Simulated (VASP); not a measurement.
# KTaO3 (P4/mmm) in VASP: notebook

The runs below take KTaO3 through single point, with r2SCAN.

Program: VASP 6.6.1. These are calculated values, not measurements. Logs are shortened: lines on timing, memory, paths and dates and some standing lists are left out, and cuts for length are marked.

### 1 The cell of the first run

It takes space group P4/mmm (No. 123, tetragonal). The conventional cell has a = 3.988 Å, b = 3.988 Å, c = 3.589 Å, α = 90.00°, β = 90.00°, γ = 90.00°. Within 3.6 Å of K (site symmetry 4/mmm) lie 12 O at 2.68 to 2.82 Å and 8 Ta at 3.34 Å and 2 K at 3.59 Å. Within 2.4 Å of Ta (site symmetry 4/mmm) lie 6 O at 1.79 to 1.99 Å. O (site symmetry 4/mmm) has 2 Ta at 1.79 Å within 2.4 Å. Within 2.7 Å of O (site symmetry mmm) lie 2 Ta at 1.99 Å and 4 K at 2.68 Å and 4 O at 2.68 Å.

### 2 Single point, r2SCAN (strain -0.1000 x Voigt [1, 0, 0, 0, 0, 0])

POSCAR reads:

```
KTaO3
1.0
    3.5894700000      0.0000000000      0.0000000000
    0.0000000000      3.9883000000      0.0000000000
    0.0000000000      0.0000000000      3.9883000000
K Ta O
1 1 3
Direct
    0.5000000000      0.5000000000      0.5000000000
    0.0000000000      0.0000000000      0.0000000000
    0.5000000000      0.0000000000      0.0000000000
    0.0000000000      0.5000000000      0.0000000000
    0.0000000000      0.0000000000      0.5000000000
```

INCAR.step1 reads:

```
PREC = Accurate ; ENCUT = 520
ISMEAR = 0 ; SIGMA = 0.05
LREAL = F ; LASPH = T
NELM = 80 ; NBANDS = 27
GGA = PE ; ALGO = Normal
EDIFF = 1E-4 ; LWAVE = T
LCHARG = F
```

INCAR.step2 reads:

```
PREC = Accurate ; ENCUT = 520
EDIFF = 1E-7 ; ISMEAR = 0
SIGMA = 0.05 ; LREAL = F
LASPH = T ; NELM = 80
ALGO = Normal ; ISIF = 2
LWAVE = F ; LCHARG = F
METAGGA = R2SCAN ; LMIXTAU = T
NBANDS = 27 ; ISTART = 1
```

KPOINTS reads:

```
regular mesh
0
Gamma
  6 6 6
```

Potentials or basis: VASP PAW PBE potentials, release 64 (K_sv, Ta_pv, O).

Run with:

```bash
cat potpaw_PBE.64/K_sv/POTCAR potpaw_PBE.64/Ta_pv/POTCAR potpaw_PBE.64/O/POTCAR > POTCAR
cp INCAR.step1 INCAR
mpirun -np 1 vasp_std > vasp.out
cp INCAR.step2 INCAR
mpirun -np 1 vasp_std > vasp.out
```

OUTCAR:

```text
PREC = Accurate
   ENCUT = 520
   EDIFF = 1E-7
   ISMEAR = 0
   LREAL = F
   LASPH = T
   NELM = 80
   ISIF = 2
   METAGGA = R2SCAN
   ISTART = 1

 ion  position               nearest neighbor table
   1  0.500  0.500  0.500-   4 2.68   5 2.68   4 2.68   5 2.68   4 2.68   5 2.68   4 2.68   5 2.68
                             3 2.82   3 2.82   3 2.82   3 2.82   2 3.34   2 3.34   2 3.34   2 3.34
   2  0.000  0.000  0.000-   3 1.79   3 1.79   5 1.99   5 1.99   4 1.99   4 1.99   1 3.34   1 3.34
                             1 3.34   1 3.34   1 3.34   1 3.34   1 3.34   1 3.34
   3  0.500  0.000  0.000-   2 1.79   2 1.79   1 2.82   1 2.82   1 2.82   1 2.82
   4  0.000  0.500  0.000-   2 1.99   2 1.99   1 2.68   1 2.68   1 2.68   1 2.68
   5  0.000  0.000  0.500-   2 1.99   2 1.99   1 2.68   1 2.68   1 2.68   1 2.68

  LATTYP: Found a simple tetragonal cell.
 ALAT       =     3.9883000000
 C/A-ratio  =     0.9000000000

  Lattice vectors:

 A1 = (   0.0000000000,   3.9883000000,   0.0000000000)
 A2 = (   0.0000000000,   0.0000000000,   3.9883000000)
 A3 = (   3.5894700000,   0.0000000000,   0.0000000000)

Analysis of symmetry for initial positions (statically):
=====================================================================
 Subroutine PRICEL returns:
 Original cell was already a primitive cell.

 Routine SETGRP: Setting up the symmetry group for a
 simple tetragonal supercell.

 Subroutine GETGRP returns: Found 16 space group operations
 (whereof 16 operations were pure point group operations)
 out of a pool of 16 trial point group operations.

The static configuration has the point symmetry D_4h.

Analysis of symmetry for dynamics (positions and initial velocities):
=====================================================================
 Subroutine PRICEL returns:
 Original cell was already a primitive cell.

 Routine SETGRP: Setting up the symmetry group for a
 simple tetragonal supercell.

 Subroutine GETGRP returns: Found 16 space group operations
 (whereof 16 operations were pure point group operations)
 out of a pool of 16 trial point group operations.

The dynamic configuration has the point symmetry D_4h.

 Subroutine INISYM returns: Found 16 space group operations
 (whereof 16 operations are pure point group operations),
 and found     1 'primitive' translations

----------------------------------------------------------------------------------------

                                     Primitive cell
[... 93 lines left out ...]
   LSORBIT =      F    spin-orbit coupling
   LASPH  =      T    aspherical Exc in radial PAW
   ENCUT  =  520.0 eV  38.22 Ry    6.18 a.u.   6.67  7.42  7.42*2*pi/ulx,y,z
   NELM   =     80;   NELMIN=  2; NELMDL=  0     # of ELM steps
   EDIFF  = 0.1E-06   stopping-criterion for ELM
   LREAL  =      F    real-space projection
   EDIFFG = 0.1E-05   stopping-criterion for IOM
   NSW    =      0    number of steps for IOM
   IBRION =     -1    ionic relax: 0-MD 1-quasi-New 2-CG
   NFREE  =      0    steps in history (QN), initial steepest desc. (CG)
   ISIF   =      2    stress and relaxation
   ISYM   =      2    0-nonsym 1-usesym 2-fastsym
   POTIM  = 0.5000    time-step for ionic-motion
   TEBEG  =    0.0;   TEEND  =   0.0 temperature during run
   PSTRESS=    0.0 pullay stress
   NELECT =      38.0000    total number of electrons
   NUPDOWN=      -1.0000    fix difference up-down
   EMIN   =  10.00;   EMAX   =-10.00  energy-range for DOS
   EFERMI =   0.00;   METHOD = LEGACY
   ISMEAR =     0;   SIGMA  =   0.05  broadening in eV -4-tet -1-fermi 0-gaus
   EFERMI_NEDOS =   21; number of points for ismear=-14 and -15
   IALGO  =     38    algorithm
   IMIX   =      4    mixing-type and parameters
     AMIX     =   0.40;   BMIX     =  1.00
     AMIX_MAG =   1.60;   BMIX_MAG =  1.00
  volume/ion in A,a.u.               =      11.42        77.06
  Fermi-wavevector in a.u.,A,eV,Ry     =   1.429335  2.701052 27.796684  2.042999
  Thomas-Fermi vector in A             =   2.549300
   LORBIT       =      0    0 simple, 1 ext, 2 COOP (PROOUT), +10 PAW based schemes
   METAGGA = R2SCAN    functional components
   LHFCALC =     F    Hartree Fock is set to
   AEXX    =    0.0000 exact exchange contribution
   IVDW    =     0    specifies the selected vdW correction
   LEPSILON=     F    determine dielectric tensor
   LRPA    =     F    only Hartree local field effects (RPA)
 non-spin polarized calculation
 Gauss-broadening in eV      SIGMA  =   0.05
  energy-cutoff  :      520.00
  volume of cell :       57.10
 maximum number of plane-waves:      1557
 NGX is ok and might be reduce to    28
   NGX = 13   NGY = 15   NGZ = 15

 number of electron      37.9999990 magnetization

 Free energy of the ion-electron system (eV)
  ---------------------------------------------------
  ext. energy  EPLUGINS =         0.00000000
  ---------------------------------------------------
  free energy    TOTEN  =       -85.74843156 eV

  energy without entropy =      -85.74843156  energy(sigma->0) =      -85.74843156

 E-fermi :   2.5463     XC(G=0): -12.1573

 val. band max:        2.2444200210   @ k =   0.5000   0.5000   0.5000
 cond. band min:       4.8616796337   @ k =   0.0000   0.0000   0.0000
 fundamental gap:      2.6172596127
 Fermi energy:         2.5462863685

 k-point     1 :       0.0000    0.0000    0.0000
  band No.  band energies     occupation
      1     -32.9049      2.00000
      2     -32.5141      2.00000
      3     -32.5141      2.00000
      4     -26.1811      2.00000
      5     -17.6311      2.00000
      6     -15.9277      2.00000
[... 709 lines left out ...]
     26      14.1503      0.00000
     27      14.1549      0.00000

 [... further k-points ...]
[... 5 lines left out ...]
  --------------------------------------------------------------------------------------
  -------------------------------------------------------------------------------------
  Total       29.4936522      4.3649437      4.3649437      0.0000000      0.0000000      0.0000000
  in kB      827.6241818    122.4851004    122.4851004      0.0000000      0.0000000      0.0000000
  external PRESSURE =     357.5314609 kB  Pullay stress =       0.0000000 kB

 VOLUME and BASIS-vectors are now :
 -----------------------------------------------------------------------------
  energy-cutoff  :      520.00
  volume of cell :       57.10
      direct lattice vectors                 reciprocal lattice vectors
     3.589470000  0.000000000  0.000000000     0.278592661  0.000000000  0.000000000
     0.000000000  3.988300000  0.000000000     0.000000000  0.250733395  0.000000000
     0.000000000  0.000000000  3.988300000     0.000000000  0.000000000  0.250733395

 POSITION                                       TOTAL-FORCE (eV/Angst)
 -----------------------------------------------------------------------------------
      1.79473      1.99415      1.99415         0.000000      0.000000      0.000000
      0.00000      0.00000      0.00000         0.000000      0.000000      0.000000
      1.79473      0.00000      0.00000         0.000000      0.000000      0.000000
      0.00000      1.99415      0.00000         0.000000      0.000000      0.000000
      0.00000      0.00000      1.99415         0.000000      0.000000      0.000000
 -----------------------------------------------------------------------------------
    total drift:                               -0.000000      0.000000     -0.000000

  FREE ENERGIE OF THE ION-ELECTRON SYSTEM (eV)
  ---------------------------------------------------
  free  energy   TOTEN  =       -85.7484315622 eV

  energy  without entropy=      -85.7484315622  energy(sigma->0) =      -85.74843156
```

OUTCAR.step1:

```text
PREC = Accurate
   ENCUT = 520
   ISMEAR = 0
   LREAL = F
[... 956 lines left out ...]
      0.00000      0.00000      0.00000         0.000000      0.000000      0.000000
      1.79473      0.00000      0.00000         0.000000      0.000000      0.000000
      0.00000      1.99415      0.00000         0.000000      0.000000      0.000000
      0.00000      0.00000      1.99415         0.000000      0.000000      0.000000
 -----------------------------------------------------------------------------------
    total drift:                                0.000000      0.000000     -0.000000

  FREE ENERGIE OF THE ION-ELECTRON SYSTEM (eV)
  ---------------------------------------------------
  free  energy   TOTEN  =       -39.4283709983 eV

  energy  without entropy=      -39.4283709983  energy(sigma->0) =      -39.42837100
```

OSZICAR.step1:

```text
N       E                     dE             d eps       ncg     rms          rms(c)
DAV:   1     0.328013420144E+03    0.32801E+03   -0.20924E+04  2160   0.143E+03
DAV:   2    -0.283291429882E+02   -0.35634E+03   -0.34415E+03  2523   0.414E+02
DAV:   3    -0.471919508192E+02   -0.18863E+02   -0.18766E+02  3038   0.927E+01
DAV:   4    -0.477782930465E+02   -0.58634E+00   -0.58524E+00  3533   0.107E+01
DAV:   5    -0.477816689083E+02   -0.33759E-02   -0.33754E-02  2851   0.839E-01    0.440E+01
DAV:   6    -0.395577281083E+02    0.82239E+01   -0.32863E+01  2593   0.415E+01    0.175E+01
DAV:   7    -0.394800552039E+02    0.77673E-01   -0.14947E+00  2843   0.806E+00    0.114E+01
DAV:   8    -0.394345540044E+02    0.45501E-01   -0.22202E-01  2582   0.390E+00    0.184E+00
DAV:   9    -0.394282700112E+02    0.62840E-02   -0.22193E-02  2840   0.101E+00    0.294E-01
DAV:  10    -0.394284664572E+02   -0.19645E-03   -0.62825E-03  2837   0.543E-01    0.193E-01
DAV:  11    -0.394283709983E+02    0.95459E-04   -0.70966E-04  2781   0.191E-01
   1 F= -.39428371E+02 E0= -.39428371E+02  d E =-.826849E-11
```

Wall time 7.4 min (1 thread of Intel Xeon 8259CL, shared host); peak memory 0.21 GiB.

What came out:

```yaml
Free_energy: -85.7484 eV
Pressure: 35.8 GPa
Band_gap_on_the_k_mesh: 2.62 eV (least direct gap 3.03 eV)
```

Levels at points of the mesh, in eV from the valence-band top:
```
           k point  band 15  band 16  band 17  band 18  band 19  band 20  band 21  band 22  band 23  band 24
(0.00, 0.00, 0.00)    -1.45    -0.91    -0.62    -0.62    -0.41     2.62     2.84     2.84     7.38     7.50
(0.50, 0.00, 0.00)    -2.39    -2.19    -1.77    -0.84    -0.84     2.97     7.36     7.36     7.46     9.99
(0.00, 0.50, 0.00)    -2.26    -1.87    -1.75    -1.04    -0.65     2.99     5.60     5.60     7.99     9.90
(0.50, 0.50, 0.00)    -2.90    -1.58    -1.38    -1.24    -0.24     5.71     7.36     8.33     8.57    11.23
(0.00, 0.50, 0.50)    -2.61    -2.50    -2.50    -1.15    -0.10     5.64     5.64     6.93    10.60    10.95
(0.50, 0.50, 0.50)    -5.07    -3.54    -0.11    -0.11     0.00     7.21     8.52     8.52     9.37    10.07
```

Caveat: the cell differs from its parent crystal (strain -0.1000 x Voigt [1, 0, 0, 0, 0, 0]); the stress differs along the axes, from 12 to 83 GPa; the PAW data sets were made with another functional, which shifts forces and pressure a little; spin-orbit coupling is left out, which moves the levels of the heavy elements. A k mesh can miss the band edges.

### 3 Single point, r2SCAN (strain +0.0750 x Voigt [1, 0, 0, 0, 0, 0])

Changes to POSCAR since step 2:

```diff
@@ -2,3 +2,3 @@
 1.0
-    3.5894700000      0.0000000000      0.0000000000
+    4.2874225000      0.0000000000      0.0000000000
     0.0000000000      3.9883000000      0.0000000000
```

INCAR.step1 reads:

```
  PREC = Accurate
  ENCUT = 520
  ISMEAR = 0
  SIGMA = 0.05
  LREAL = F
  LASPH = T
  NELM = 80
  NBANDS = 27
  GGA = PE
  ALGO = Normal
  EDIFF = 1E-4
  LWAVE = T
  LCHARG = F
```

INCAR.step2 reads:

```
  PREC = Accurate
  ENCUT = 520
  EDIFF = 1E-6
  ISMEAR = 0
  SIGMA = 0.05
  LREAL = F
  LASPH = T
  NELM = 80
  ALGO = Normal
  ISIF = 2
  LWAVE = F
  LCHARG = F
  METAGGA = R2SCAN
  LMIXTAU = T
  NBANDS = 27
  ISTART = 1
```

KPOINTS is that of step 2.

Potentials or basis: VASP PAW PBE potentials, release 64 (K_sv, Ta_pv, O).

Run with:

```bash
cat potpaw_PBE.64/K_sv/POTCAR potpaw_PBE.64/Ta_pv/POTCAR potpaw_PBE.64/O/POTCAR > POTCAR
cp INCAR.step1 INCAR
mpirun -np 1 vasp_std > vasp.out
cp INCAR.step2 INCAR
mpirun -np 1 vasp_std > vasp.out
```

Wall time 3.4 min (1 thread of Intel Xeon 8259CL, shared host); peak memory 0.23 GiB.

The run converged. Its results:

| Item | Value |
| --- | --- |
| Free energy | -86.7967 eV |
| Pressure | -10.4 GPa |
| Band gap on the k mesh | 2.30 eV (least direct gap 2.83 eV) |

Stress tensor (GPa, compression positive):
```
-22.81   0.00   0.00
  0.00  -4.13   0.00
  0.00   0.00  -4.13
```

Levels at points of the mesh, in eV from the valence-band top:
```tsv
k point	band 17	band 18	band 19	band 20	band 21	band 22
(0.00, 0.00, 0.00)	-0.73	-0.53	-0.53	2.30	2.30	2.39
(0.50, 0.00, 0.00)	-1.61	-1.07	-1.07	2.47	4.32	4.32
(0.00, 0.50, 0.00)	-1.25	-0.93	-0.72	2.45	5.15	5.16
(0.50, 0.50, 0.00)	-1.74	-1.71	-0.08	4.37	5.17	5.95
(0.00, 0.50, 0.50)	-0.95	-0.95	-0.19	5.19	5.19	6.09
(0.50, 0.50, 0.50)	-0.17	0.00	0.00	6.05	6.05	6.59
```

Caveat: the cell differs from its parent crystal (strain +0.0750 x Voigt [1, 0, 0, 0, 0, 0]); the stress differs along the axes, from -23 to -4 GPa; the PAW data sets were made with another functional, which shifts forces and pressure a little; spin-orbit coupling is left out, which moves the levels of the heavy elements.
